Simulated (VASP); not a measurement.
# BeTe (F-43m) in VASP: further runs, part 2 of 2

VASP 6.6.1.

**3. Single point, PBE**

INCAR

```
SYSTEM = BeTe
PREC = Accurate
ENCUT = 600
EDIFF = 1E-6
ISMEAR = 1
SIGMA = 0.05
LREAL = .False.
LASPH = .True.
NELM = 120
ALGO = Normal
ISIF = 2
LWAVE = .False.
LCHARG = .False.
GGA = PE
NBANDS = 11
GGA_COMPAT = .False.
```

KPOINTS

```
Automatic mesh
0
Gamma
  6 6 6
  0 0 0
```

POSCAR

```
BeTe
1.0
    0.0000000000      2.8286236224      2.8286236224
    2.8286236224      0.0000000000      2.8286236224
    2.8286236224      2.8286236224      0.0000000000
Be Te
1 1
Direct
    0.0000000000      0.0000000000      0.0000000000
    0.2500000000      0.2500000000      0.2500000000
```

Potentials or basis: VASP PAW PBE potentials, release 64 (Be, Te).

The run is started by

```bash
$ cat potpaw_PBE.64/Be/POTCAR potpaw_PBE.64/Te/POTCAR > POTCAR
$ mpirun -np 1 vasp_std > vasp.out
```

OUTCAR:

```text
SYSTEM = BeTe
   PREC = Accurate
   ENCUT = 600
   EDIFF = 1E-6
   ISMEAR = 1
   LREAL = .False.
   LASPH = .True.
   NELM = 120
   ISIF = 2
   GGA = PE

 ion  position               nearest neighbor table
   1  0.000  0.000  0.000-   2 2.45   2 2.45   2 2.45   2 2.45
   2  0.250  0.250  0.250-   1 2.45   1 2.45   1 2.45   1 2.45

  LATTYP: Found a face centered cubic cell.
 ALAT       =     5.6572472448

  Lattice vectors:

 A1 = (   0.0000000000,   2.8286236224,   2.8286236224)
 A2 = (   2.8286236224,   0.0000000000,   2.8286236224)
 A3 = (   2.8286236224,   2.8286236224,   0.0000000000)

Analysis of symmetry for initial positions (statically):
=====================================================================
 Subroutine PRICEL returns:
 Original cell was already a primitive cell.

 Routine SETGRP: Setting up the symmetry group for a
 face centered cubic supercell.

 Subroutine GETGRP returns: Found 24 space group operations
 (whereof 24 operations were pure point group operations)
 out of a pool of 48 trial point group operations.

The static configuration has the point symmetry T_d .

Analysis of symmetry for dynamics (positions and initial velocities):
[... 160 lines left out ...]
      2       4.9493      2.00000
      3       4.9493      2.00000
      4       4.9493      2.00000
      5       8.5686      0.00000
      6       8.5686      0.00000
      7       8.5686      0.00000
      8       8.6728      0.00000
      9      13.2453      0.00000
     10      15.1648      0.00000
     11      15.1648      0.00000
[... 197 lines left out ...]
 k-point    16 :      -0.3333    0.5000    0.1667
  band No.  band energies     occupation
      1      -5.4452      2.00000
      2       0.2316      2.00000
      3       1.6276      2.00000
      4       1.9257      2.00000
      5       8.6684      0.00000
      6       9.2208      0.00000
      7      12.2402      0.00000
      8      12.5100      0.00000
      9      15.8014      0.00000
     10      16.6271      0.00000
     11      17.7268      0.00000

------------------------ aborting loop because EDIFF is reached ----------------------------------------

  FORCE on cell =-STRESS in cart. coord.  units (eV):
  Direction    XX          YY          ZZ          XY          YZ          ZX
  --------------------------------------------------------------------------------------
  -------------------------------------------------------------------------------------
  Total        0.1060423      0.1060423      0.1060423      0.0000000      0.0000000     -0.0000000
  in kB        3.7534827      3.7534827      3.7534827      0.0000000      0.0000000     -0.0000000
  external PRESSURE =       3.7534827 kB  Pullay stress =       0.0000000 kB

 VOLUME and BASIS-vectors are now :
 -----------------------------------------------------------------------------
  energy-cutoff  :      600.00
  volume of cell :       45.26
      direct lattice vectors                 reciprocal lattice vectors
     0.000000000  2.828623622  2.828623622    -0.176764415  0.176764415  0.176764415
     2.828623622  0.000000000  2.828623622     0.176764415 -0.176764415  0.176764415
     2.828623622  2.828623622  0.000000000     0.176764415  0.176764415 -0.176764415

 POSITION                                       TOTAL-FORCE (eV/Angst)
 -----------------------------------------------------------------------------------
      0.00000      0.00000      0.00000         0.000000      0.000000      0.000000
      1.41431      1.41431      1.41431        -0.000000     -0.000000     -0.000000
 -----------------------------------------------------------------------------------
    total drift:                                0.000000      0.000000      0.000000

  FREE ENERGIE OF THE ION-ELECTRON SYSTEM (eV)
  ---------------------------------------------------
  free  energy   TOTEN  =        -7.6185742514 eV

  energy  without entropy=       -7.6186145146  energy(sigma->0) =       -7.61858767
```

OSZICAR:

```text
N       E                     dE             d eps       ncg     rms          rms(c)
DAV:   1     0.212896082292E+02    0.21290E+02   -0.36557E+03   352   0.660E+02
DAV:   2    -0.650411025235E+01   -0.27794E+02   -0.26897E+02   455   0.983E+01
DAV:   3    -0.773161722662E+01   -0.12275E+01   -0.12258E+01   481   0.223E+01
DAV:   4    -0.774171332673E+01   -0.10096E-01   -0.10095E-01   427   0.219E+00
DAV:   5    -0.774188966827E+01   -0.17634E-03   -0.17634E-03   461   0.280E-01    0.403E+00
DAV:   6    -0.764645457849E+01    0.95435E-01   -0.11043E-01   424   0.135E+00    0.242E+00
DAV:   7    -0.761753010401E+01    0.28924E-01   -0.96555E-02   409   0.137E+00    0.459E-01
DAV:   8    -0.761825478961E+01   -0.72469E-03   -0.59916E-03   403   0.449E-01    0.745E-02
DAV:   9    -0.761850673920E+01   -0.25195E-03   -0.32717E-04   422   0.107E-01    0.292E-02
DAV:  10    -0.761856928645E+01   -0.62547E-04   -0.76415E-05   405   0.450E-02    0.146E-02
DAV:  11    -0.761857202033E+01   -0.27339E-05   -0.27652E-06   464   0.983E-03    0.947E-03
DAV:  12    -0.761857417245E+01   -0.21521E-05   -0.46254E-06   379   0.123E-02    0.504E-03
DAV:  13    -0.761857425137E+01   -0.78915E-07   -0.29251E-08   277   0.128E-03
   1 F= -.76185743E+01 E0= -.76185877E+01  d E =0.402632E-04
```

stdout:

```text
POSCAR found type information on POSCAR BeTe
 POSCAR found :  2 types and       2 ions
 scaLAPACK will be used
 LDA part: xc-table for (Slater+PW92), standard interpolation
 POSCAR, INCAR and KPOINTS ok, starting setup
 FFT: planning ... GRIDC
 FFT: planning ... GRID_SOFT
 FFT: planning ... GRID
 WAVECAR not read
 entering main loop
```

It took 6.6 s on 1 thread of AMD EPYC 9R45 (Zen 5), shared host; peak memory 0.15 GiB.

Results:

| Quantity | Value |
| --- | --- |
| Free energy | -7.6186 eV |
| Pressure | 0.4 GPa |
| Band gap on the k mesh | 2.01 eV, indirect (least direct gap 3.62 eV) |

Levels at points of the mesh, in eV from the valence-band top:
| k point | band 1 | band 2 | band 3 | band 4 | band 5 | band 6 | band 7 | band 8 | band 9 |
| --- | --- | --- | --- | --- | --- | --- | --- | --- | --- |
| (0.00, 0.00, 0.00) | -12.21 | 0.00 | 0.00 | 0.00 | 3.62 | 3.62 | 3.62 | 3.72 | 8.30 |
| (0.50, 0.00, 0.00) | -10.90 | -5.46 | -1.11 | -1.11 | 3.04 | 4.59 | 4.59 | 7.82 | 10.88 |
| (0.50, 0.50, 0.00) | -10.42 | -5.04 | -2.60 | -2.60 | 2.01 | 2.68 | 9.62 | 9.62 | 11.47 |

Caveat: spin-orbit coupling is left out, which moves the levels of the heavy elements.

**4. Single point, LDA**

INCAR

```
PREC = Accurate
ENCUT = 600
EDIFF = 1E-6
ISMEAR = 0
SIGMA = 0.01
LREAL = False
LASPH = True
NELM = 120
ALGO = Normal
ISIF = 2
LWAVE = False
LCHARG = False
NBANDS = 11
GGA_COMPAT = False
```

KPOINTS

```
regular mesh
0
Gamma
  6 6 6
```

POSCAR is that of step 3.

Potentials or basis: VASP PAW LDA potentials, release 64 (Be, Te).

The run is started by

```bash
$ cat potpaw_LDA.64/Be/POTCAR potpaw_LDA.64/Te/POTCAR > POTCAR
$ mpirun -np 1 vasp_std > vasp.out
```

Run time: 5 s. Hardware: 1 thread of AMD EPYC 9R45 (Zen 5), shared host; peak memory 0.13 GiB.

Results (log left out):

```yaml
Free_energy: -8.6997 eV
Pressure: -2.9 GPa
Band_gap_on_the_k_mesh: 1.90 eV, indirect (least direct gap 3.59 eV)
```

Levels at points of the mesh, in eV from the valence-band top:
```
           k point  band 2  band 3  band 4  band 5  band 6  band 7
(0.00, 0.00, 0.00)    0.00    0.00    0.00    3.59    3.59    3.59
(0.50, 0.00, 0.00)   -5.45   -1.11   -1.11    3.01    4.56    4.56
(0.50, 0.50, 0.00)   -5.01   -2.60   -2.60    1.90    2.66    9.51
```

Caveat: spin-orbit coupling is left out, which moves the levels of the heavy elements. A hybrid or GW would open this gap; LDA tends to underestimate it.

**5. Single point, PBE**

INCAR

```
PREC = Accurate ; ENCUT = 600
EDIFF = 1E-6 ; ISMEAR = 1
SIGMA = 0.2 ; LREAL = False
LASPH = True ; NELM = 120
ALGO = Normal ; ISIF = 2
LWAVE = False ; LCHARG = False
GGA = PE ; NBANDS = 11
GGA_COMPAT = False
```

KPOINTS

```
Automatic mesh
0
Gamma
  6 6 6
```

POSCAR is that of step 4.

Potentials or basis: VASP PAW PBE potentials, release 64 (Be, Te).

The run is started by

```bash
$ cat potpaw_PBE.64/Be/POTCAR potpaw_PBE.64/Te/POTCAR > POTCAR
$ mpirun -np 1 vasp_std > vasp.out
```

OUTCAR:

```text
PREC = Accurate
   ENCUT = 600
   EDIFF = 1E-6
   ISMEAR = 1
   LREAL = False
   LASPH = True
   NELM = 120
   ISIF = 2
   GGA = PE

 ion  position               nearest neighbor table
   1  0.000  0.000  0.000-   2 2.45   2 2.45   2 2.45   2 2.45
   2  0.250  0.250  0.250-   1 2.45   1 2.45   1 2.45   1 2.45

  LATTYP: Found a face centered cubic cell.
 ALAT       =     5.6572472448

  Lattice vectors:

 A1 = (   0.0000000000,   2.8286236224,   2.8286236224)
 A2 = (   2.8286236224,   0.0000000000,   2.8286236224)
 A3 = (   2.8286236224,   2.8286236224,   0.0000000000)

Analysis of symmetry for initial positions (statically):
=====================================================================
 Subroutine PRICEL returns:
 Original cell was already a primitive cell.

 Routine SETGRP: Setting up the symmetry group for a
 face centered cubic supercell.

 Subroutine GETGRP returns: Found 24 space group operations
 (whereof 24 operations were pure point group operations)
 out of a pool of 48 trial point group operations.

The static configuration has the point symmetry T_d .

Analysis of symmetry for dynamics (positions and initial velocities):
=====================================================================
 Subroutine PRICEL returns:
 Original cell was already a primitive cell.

 Routine SETGRP: Setting up the symmetry group for a
 face centered cubic supercell.

 Subroutine GETGRP returns: Found 24 space group operations
 (whereof 24 operations were pure point group operations)
 out of a pool of 48 trial point group operations.

The dynamic configuration has the point symmetry T_d .

 Subroutine INISYM returns: Found 24 space group operations
 (whereof 24 operations are pure point group operations),
 and found     1 'primitive' translations

----------------------------------------------------------------------------------------
[... 109 lines left out ...]
   GGA     = PE    functional components
   LHFCALC =     F    Hartree Fock is set to
   AEXX    =    0.0000 exact exchange contribution
   IVDW    =     0    specifies the selected vdW correction
   LEPSILON=     F    determine dielectric tensor
   LRPA    =     F    only Hartree local field effects (RPA)
 non-spin polarized calculation
 Methfessel and Paxton  Order N= 1 SIGMA  =   0.20
  energy-cutoff  :      600.00
  volume of cell :       45.26
 maximum number of plane-waves:      1527
   NGX = 15   NGY = 15   NGZ = 15

 number of electron       8.0000000 magnetization

 Free energy of the ion-electron system (eV)
  ---------------------------------------------------
  ext. energy  EPLUGINS =         0.00000000
  ---------------------------------------------------
  free energy    TOTEN  =        -7.61845071 eV

  energy without entropy =       -7.61864244  energy(sigma->0) =       -7.61851462

 E-fermi :   5.1153     XC(G=0):  -9.0015

 val. band max:        4.9493036126   @ k =   0.0000   0.0000   0.0000
 cond. band min:       6.9544856500   @ k =   0.5000   0.5000   0.0000
 fundamental gap:      2.0051820374
 Fermi energy:         5.1152764998

 k-point     1 :       0.0000    0.0000    0.0000
  band No.  band energies     occupation
      1      -7.2598      2.00000
      2       4.9493      1.99460
      3       4.9493      1.99460
      4       4.9493      1.99460
      5       8.5686     -0.00000
      6       8.5686     -0.00000
      7       8.5686     -0.00000
      8       8.6728     -0.00000
      9      13.2453      0.00000
     10      15.1648      0.00000
     11      15.1648      0.00000
[... 197 lines left out ...]
 k-point    16 :      -0.3333    0.5000    0.1667
  band No.  band energies     occupation
      1      -5.4452      2.00000
      2       0.2316      2.00000
      3       1.6276      2.00000
      4       1.9257      2.00000
      5       8.6684     -0.00000
      6       9.2208      0.00000
      7      12.2402      0.00000
      8      12.5100      0.00000
      9      15.8014      0.00000
     10      16.6271      0.00000
     11      17.7268      0.00000

------------------------ aborting loop because EDIFF is reached ----------------------------------------

  FORCE on cell =-STRESS in cart. coord.  units (eV):
  Direction    XX          YY          ZZ          XY          YZ          ZX
  --------------------------------------------------------------------------------------
  -------------------------------------------------------------------------------------
  Total        0.1059927      0.1059927      0.1059927      0.0000000      0.0000000     -0.0000000
  in kB        3.7517265      3.7517265      3.7517265      0.0000000      0.0000000     -0.0000000
  external PRESSURE =       3.7517265 kB  Pullay stress =       0.0000000 kB

 VOLUME and BASIS-vectors are now :
 -----------------------------------------------------------------------------
  energy-cutoff  :      600.00
  volume of cell :       45.26
      direct lattice vectors                 reciprocal lattice vectors
     0.000000000  2.828623622  2.828623622    -0.176764415  0.176764415  0.176764415
     2.828623622  0.000000000  2.828623622     0.176764415 -0.176764415  0.176764415
     2.828623622  2.828623622  0.000000000     0.176764415  0.176764415 -0.176764415

 POSITION                                       TOTAL-FORCE (eV/Angst)
 -----------------------------------------------------------------------------------
      0.00000      0.00000      0.00000         0.000000      0.000000     -0.000000
      1.41431      1.41431      1.41431        -0.000000     -0.000000      0.000000
 -----------------------------------------------------------------------------------
    total drift:                                0.000000      0.000000      0.000000

  FREE ENERGIE OF THE ION-ELECTRON SYSTEM (eV)
  ---------------------------------------------------
  free  energy   TOTEN  =        -7.6184507133 eV

  energy  without entropy=       -7.6186424412  energy(sigma->0) =       -7.61851462
```

Wall time 7.1 s (1 thread of AMD EPYC 9R45 (Zen 5), shared host); peak memory 0.15 GiB.

Results:

```
Free energy            : -7.6185 eV
Pressure               : 0.4 GPa
Band gap on the k mesh : 2.01 eV, indirect (least direct gap 3.62 eV)
```

Levels at points of the mesh, in eV from the valence-band top:
```tsv
k point	band 2	band 3	band 4	band 5	band 6	band 7
(0.00, 0.00, 0.00)	0.00	0.00	0.00	3.62	3.62	3.62
(0.50, 0.00, 0.00)	-5.46	-1.11	-1.11	3.04	4.59	4.59
(0.50, 0.50, 0.00)	-5.04	-2.60	-2.60	2.01	2.68	9.62
```

Caveat: spin-orbit coupling is left out, which moves the levels of the heavy elements. As with any semilocal functional, this PBE gap is likely too small.

**6. Single point, PBE**

INCAR

```
SYSTEM = BeTe
  PREC = Accurate
  ENCUT = 600
  EDIFF = 1E-6
  ISMEAR = 1
  SIGMA = 0.2
  LREAL = .False.
  LASPH = .True.
  NELM = 120
  ALGO = Normal
  ISIF = 2
  LWAVE = .False.
  LCHARG = .False.
  GGA = PE
  NBANDS = 11
  GGA_COMPAT = .False.
```

KPOINTS

```
regular mesh
0
Gamma
  6 6 6
  0 0 0
```

POSCAR is that of step 5.

Potentials or basis: VASP PAW PBE potentials, release 64 (Be, Te).

The run is started by

```bash
$ cat potpaw_PBE.64/Be/POTCAR potpaw_PBE.64/Te/POTCAR > POTCAR
$ mpirun -np 1 vasp_std > vasp.out
```

It took 6.7 s on 1 thread of AMD EPYC 9R45 (Zen 5), shared host; peak memory 0.15 GiB.

The run converged. Its results:

- Free energy: -7.6185 eV
- Pressure: 0.4 GPa
- Band gap on the k mesh: 2.01 eV, indirect (least direct gap 3.62 eV)

Levels at points of the mesh, in eV from the valence-band top:
```
           k point  band 1  band 2  band 3  band 4  band 5  band 6  band 7  band 8  band 9
(0.00, 0.00, 0.00)  -12.21    0.00    0.00    0.00    3.62    3.62    3.62    3.72    8.30
(0.50, 0.00, 0.00)  -10.90   -5.46   -1.11   -1.11    3.04    4.59    4.59    7.82   10.88
(0.50, 0.50, 0.00)  -10.42   -5.04   -2.60   -2.60    2.01    2.68    9.62    9.62   11.47
```

Caveat: spin-orbit coupling is left out, which moves the levels of the heavy elements. A hybrid or GW would open this gap; PBE tends to underestimate it.

**7. Overview**

| level | potentials or basis | smearing | gap on the mesh (eV) | pressure (GPa) |
| --- | --- | --- | --- | --- |
| PBE | VASP PAW PBE potentials, release 64 (Be, Te) | fermi-dirac 0.5 eV | 2.01 | 0.4 |
| PBE | VASP PAW PBE potentials, release 64 (Be, Te) | methfessel-paxton 0.05 eV | 2.01 | 0.4 |
| LDA | VASP PAW LDA potentials, release 64 (Be, Te) | gaussian 0.01 eV | 1.90 | -2.9 |
| PBE | VASP PAW PBE potentials, release 64 (Be, Te) | methfessel-paxton 0.2 eV | 2.01 | 0.4 |

Alike in all rows: task single point; no spin polarisation; cell as given; k mesh 6 × 6 × 6; cutoff (eV) 600.

Caveats: spin-orbit coupling is left out, which moves the levels of the heavy elements.

Total energies depend on the potentials used, so only differences within one code and one set of settings carry meaning.
